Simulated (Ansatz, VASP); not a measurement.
# One calculation of BN, two programs

File INCAR:

```
ALGO     = Normal         # electronic algorithm
EDIFF    = 1E-6           # SCF threshold, eV
ENCUT    = 600            # plane-wave cutoff, eV
GGA      = PE             # functional
GGA_COMPAT= F            
ISIF     = 2              # what is computed and relaxed
ISMEAR   = -1             # smearing method
LASPH    = T              # aspherical terms in the spheres
LCHARG   = T              # write CHGCAR
LELF     = T              # ELF
LREAL    = F              # projectors in reciprocal space
LVHAR    = T            
LWAVE    = F              # write WAVECAR
NBANDS   = 16             # bands
NELM     = 120            # most SCF steps
PREC     = Accurate       # precision mode
SIGMA    = 0.01           # smearing width, eV
```

KPOINTS

```
k-points
0
Gamma
  7 7 3
```

Contents of POSCAR:

```
BN
1.0
    2.4982400000      0.0000000000      0.0000000000
   -1.2491200000      2.1635390000      0.0000000000
    0.0000000000      0.0000000000      6.6357000000
B N
2 2
Direct
    0.3333333333      0.6666666667      0.2500000000
    0.6666666667      0.3733333333      0.7500000000
    0.3333333333      0.6666666667      0.7500000000
    0.6666666667      0.3333333333      0.2500000000
```

Input for Ansatz:

```yaml
crystal:
  lattice:
    - [2.49824, 0.0, 0.0]
    - [-1.24912, 2.163539, 0.0]
    - [0.0, 0.0, 6.6357]
  atoms:
    - { symbol: B, position: [0.3333333333333333, 0.6666666666666666, 0.25] }
    - { symbol: B, position: [0.6666666666666666, 0.3733333333333333, 0.75] }
    - { symbol: "N", position: [0.3333333333333333, 0.6666666666666666, 0.75] }
    - { symbol: "N", position: [0.6666666666666666, 0.3333333333333333, 0.25] }
kpoints:
  mp_grid:
    grid: [7, 7, 3]
    shift: [0.0, 0.0, 0.0]
hamiltonian:
  xc: pbe
scf:
  occupations:
    method: fermi_dirac
    width: 0.01
output:
  forces: true
```

Alike in both runs: task single point; functional PBE; k mesh 7 × 7 × 3; occupations fermi-dirac, width 0.01 eV; no spin polarisation.

```csv
,VASP,Ansatz
version,VASP 6.6.1,Ansatz 0.2.0
potentials or method,"VASP PAW PBE potentials, release 64 (B, N)","plane waves, PAW"
plane-wave cutoff (eV),600,420
valence electrons in the cell,16,16
```

|  | VASP | Ansatz | Ansatz less VASP |
| --- | --- | --- | --- |
| rms of the force components (eV/Å) | 1.755 | 1.759 | +0.0039 |

Atom by atom the forces differ by 0.004 eV/Å (rms over components).
